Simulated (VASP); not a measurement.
# Ti (P6_3/mmc) in VASP: further runs, part 2 of 2

VASP 6.6.1. Earlier steps stand in the parts before.

## 3. Single point, r2SCAN (strain +0.000 along x and y, +0.015 along z)

POSCAR

```
Ti
1.0
    2.9499978604      0.0000000000      0.0000000000
   -1.4749989302      2.5547730882      0.0000000000
    0.0000000000      0.0000000000      4.7562900000
Ti
2
Direct
    0.3333333333      0.6666666667      0.2500000000
    0.6666666667      0.3333333333      0.7500000000
```

INCAR.step1

```
  PREC = Accurate
  ENCUT = 520
  ISMEAR = 0
  SIGMA = 0.15
  LREAL = False
  LASPH = True
  NELM = 80
  NBANDS = 19
  GGA = PE
  ALGO = Normal
  EDIFF = 1E-4
  LWAVE = True
  LCHARG = False
```

INCAR.step2

```
  PREC = Accurate
  ENCUT = 520
  EDIFF = 1E-7
  ISMEAR = 0
  SIGMA = 0.15
  LREAL = False
  LASPH = True
  NELM = 80
  ALGO = Normal
  ISIF = 2
  LWAVE = False
  LCHARG = False
  METAGGA = R2SCAN
  LMIXTAU = True
  NBANDS = 19
  ISTART = 1
```

KPOINTS

```
Automatic mesh
0
Gamma
  18 18 10
```

Potentials or basis: VASP PAW PBE potentials, release 64 (Ti_sv).

Launch:

```bash
cat potpaw_PBE.64/Ti_sv/POTCAR > POTCAR
cp INCAR.step1 INCAR
mpirun -np 1 vasp_std > vasp.out
cp INCAR.step2 INCAR
mpirun -np 1 vasp_std > vasp.out
```

OUTCAR:

```text
PREC = Accurate
   ENCUT = 520
   EDIFF = 1E-7
   ISMEAR = 0
   LREAL = False
   LASPH = True
   NELM = 80
   ISIF = 2
   METAGGA = R2SCAN
   ISTART = 1

 ion  position               nearest neighbor table
   1  0.333  0.667  0.250-
   2  0.667  0.333  0.750-

  LATTYP: Found a hexagonal cell.
 ALAT       =     2.9499978604
 C/A-ratio  =     1.6123028643

  Lattice vectors:

 A1 = (   2.9499978604,   0.0000000000,   0.0000000000)
[... 713 lines left out ...]
     19      12.3320      0.00000

 [... further k-points ...]

------------------------ aborting loop because EDIFF is reached ----------------------------------------

  FORCE on cell =-STRESS in cart. coord.  units (eV):
  Direction    XX          YY          ZZ          XY          YZ          ZX
  --------------------------------------------------------------------------------------
  -------------------------------------------------------------------------------------
  Total       -0.6067167     -0.6067167     -1.1287833      0.0000000      0.0000000      0.0000000
  in kB      -27.1177833    -27.1177833    -50.4520476      0.0000000      0.0000000      0.0000000
  external PRESSURE =     -34.8958714 kB  Pullay stress =       0.0000000 kB

 VOLUME and BASIS-vectors are now :
 -----------------------------------------------------------------------------
  energy-cutoff  :      520.00
  volume of cell :       35.85
      direct lattice vectors                 reciprocal lattice vectors
     2.949997860  0.000000000  0.000000000     0.338983297  0.195712098  0.000000000
    -1.474998930  2.554773088  0.000000000     0.000000000  0.391424195  0.000000000
     0.000000000  0.000000000  4.756290000     0.000000000  0.000000000  0.210247903

 POSITION                                       TOTAL-FORCE (eV/Angst)
 -----------------------------------------------------------------------------------
     -0.00000      1.70318      1.18907         0.000000     -0.000000      0.000000
      1.47500      0.85159      3.56722        -0.000000      0.000000      0.000000
 -----------------------------------------------------------------------------------
    total drift:                                0.000000     -0.000000      0.000000

  FREE ENERGIE OF THE ION-ELECTRON SYSTEM (eV)
  ---------------------------------------------------
  free  energy   TOTEN  =       -25.8956757035 eV

  energy  without entropy=      -25.8753774170  energy(sigma->0) =      -25.88552656
```

OUTCAR.step1:

```text
PREC = Accurate
   ENCUT = 520
   ISMEAR = 0
   LREAL = False
   LASPH = True
[... 753 lines left out ...]
     -0.00000      1.70318      1.18907         0.000000     -0.000000      0.000000
      1.47500      0.85159      3.56722        -0.000000      0.000000      0.000000
 -----------------------------------------------------------------------------------
    total drift:                                0.000000     -0.000000      0.000000

  FREE ENERGIE OF THE ION-ELECTRON SYSTEM (eV)
  ---------------------------------------------------
  free  energy   TOTEN  =       -15.6686092736 eV

  energy  without entropy=      -15.6441191357  energy(sigma->0) =      -15.65636420
```

OSZICAR.step1:

```text
N       E                     dE             d eps       ncg     rms          rms(c)
DAV:   1     0.263553393648E+03    0.26355E+03   -0.13036E+04  8444   0.156E+03
DAV:   2     0.125097515587E+02   -0.25104E+03   -0.24710E+03  8646   0.441E+02
DAV:   3    -0.164925229435E+02   -0.29002E+02   -0.28672E+02 15798   0.123E+02
DAV:   4    -0.177794802696E+02   -0.12870E+01   -0.12852E+01  9793   0.268E+01
DAV:   5    -0.178433483716E+02   -0.63868E-01   -0.63857E-01 12652   0.424E+00    0.115E+01
DAV:   6    -0.156692968929E+02    0.21741E+01   -0.80637E+00  9762   0.281E+01    0.280E+00
DAV:   7    -0.156526757450E+02    0.16621E-01   -0.69705E-01 12685   0.596E+00    0.204E+00
DAV:   8    -0.156758032178E+02   -0.23127E-01   -0.19028E-01  9388   0.503E+00    0.653E-01
DAV:   9    -0.156682295803E+02    0.75736E-02   -0.44457E-02  9684   0.206E+00    0.677E-02
DAV:  10    -0.156685545235E+02   -0.32494E-03   -0.28072E-03 12227   0.312E-01    0.793E-02
DAV:  11    -0.156686092736E+02   -0.54750E-04   -0.12118E-04  6594   0.771E-02
   1 F= -.15668609E+02 E0= -.15656364E+02  d E =-.244901E-01
```

It took 7 min on 1 thread of Intel Xeon Platinum 8259CL at 2.50GHz (Skylake/Cascade Lake), shared host; peak memory 0.25 GiB.

Results:

```
Free energy            : -25.8957 eV
Pressure               : -3.5 GPa
Band gap on the k mesh : zero (bands 12 and 13 overlap by 1.19 eV)
```

Levels at points of the mesh, in eV from the Fermi level:
```
           k point  band 9  band 10  band 11  band 12  band 13  band 14  band 15  band 16
(0.00, 0.00, 0.00)   -6.54    -2.79     0.31     0.84     0.87     0.87     1.35     1.35
(0.50, 0.00, 0.00)   -2.45    -2.17    -1.87    -0.79     0.61     0.70     1.15     3.47
(0.00, 0.00, 0.50)   -4.69    -4.69     0.00     0.00     0.82     0.82     0.82     0.82
(0.50, 0.00, 0.50)   -2.59    -2.59    -0.87    -0.87     1.18     1.18     1.90     1.90
```

Caveat: the cell differs from its parent crystal (strain +0.000 along x and y, +0.015 along z); the cell stands under tension; the PAW data sets were made with another functional, which shifts forces and pressure a little.

## 4. Single point, r2SCAN (strain +0.015 along x and y, -0.015 along z)

POSCAR

```
Ti
1.0
    2.9942478283      0.0000000000      0.0000000000
   -1.4971239141      2.5930946845      0.0000000000
    0.0000000000      0.0000000000      4.6157100000
Ti
2
Direct
    0.3333333333      0.6666666667      0.2500000000
    0.6666666667      0.3333333333      0.7500000000
```

INCAR.step1

```
PREC = Accurate
ENCUT = 520
ISMEAR = 0
SIGMA = 0.15
LREAL = False
LASPH = True
NELM = 80
NBANDS = 19
GGA = PE
ALGO = Normal
EDIFF = 1E-4
LWAVE = True
LCHARG = False
```

INCAR.step2

```
PREC = Accurate
ENCUT = 520
EDIFF = 1E-7
ISMEAR = 0
SIGMA = 0.15
LREAL = False
LASPH = True
NELM = 80
ALGO = Normal
ISIF = 2
LWAVE = False
LCHARG = False
METAGGA = R2SCAN
LMIXTAU = True
NBANDS = 19
ISTART = 1
```

KPOINTS

```
regular mesh
0
Gamma
  18 18 10
```

Launch:

```bash
cat potpaw_PBE.64/Ti_sv/POTCAR > POTCAR
cp INCAR.step1 INCAR
mpirun -np 1 vasp_std > vasp.out
cp INCAR.step2 INCAR
mpirun -np 1 vasp_std > vasp.out
```

Wall time 7.3 min (1 thread of Intel Xeon Platinum 8259CL at 2.50GHz (Skylake/Cascade Lake), shared host); peak memory 0.25 GiB.

It converged, with:

| Item | Value |
| --- | --- |
| Free energy | -25.8940 eV |
| Pressure | -3.5 GPa |
| Band gap on the k mesh | zero (bands 12 and 13 overlap by 1.18 eV) |

Stress tensor (GPa, compression positive):
```
-4.45  0.00  0.00
 0.00 -4.45  0.00
 0.00  0.00 -1.60
```

Levels at points of the mesh, in eV from the Fermi level:
```
           k point  band 10  band 11  band 12  band 13  band 14  band 15
(0.00, 0.00, 0.00)    -2.78     0.74     0.80     0.80     1.10     1.36
(0.50, 0.00, 0.00)    -2.22    -1.83    -0.98     0.47     0.76     1.32
(0.00, 0.00, 0.50)    -4.59     0.16     0.16     0.68     0.68     0.68
(0.50, 0.00, 0.50)    -2.60    -0.80    -0.80     1.13     1.13     1.75
```

Caveat: the cell differs from its parent crystal (strain +0.015 along x and y, -0.015 along z); the cell stands under tension; the PAW data sets were made with another functional, which shifts forces and pressure a little.

## 5. Summary

| cell | gap on the mesh (eV) | pressure (GPa) |
| --- | --- | --- |
| a = 2.994, b = 2.994, c = 4.545 Å, angles 90.0, 90.0, 120.0°, 2 atoms | none | -1.8 |
| a = 2.950, b = 2.950, c = 4.756 Å, angles 90.0, 90.0, 120.0°, 2 atoms | none | -3.5 |
| a = 2.994, b = 2.994, c = 4.616 Å, angles 90.0, 90.0, 120.0°, 2 atoms | none | -3.5 |

Alike in all rows: task single point; level r2SCAN; potentials or basis VASP PAW PBE potentials, release 64 (Ti_sv); no spin polarisation; k mesh 18 × 18 × 10; cutoff (eV) 520; smearing gaussian 0.15 eV.

Caveats: the PAW data sets were made with another functional, which shifts forces and pressure a little; the cell stands under tension (at least some runs).

Absolute energies hang on the potentials; compare differences alone.
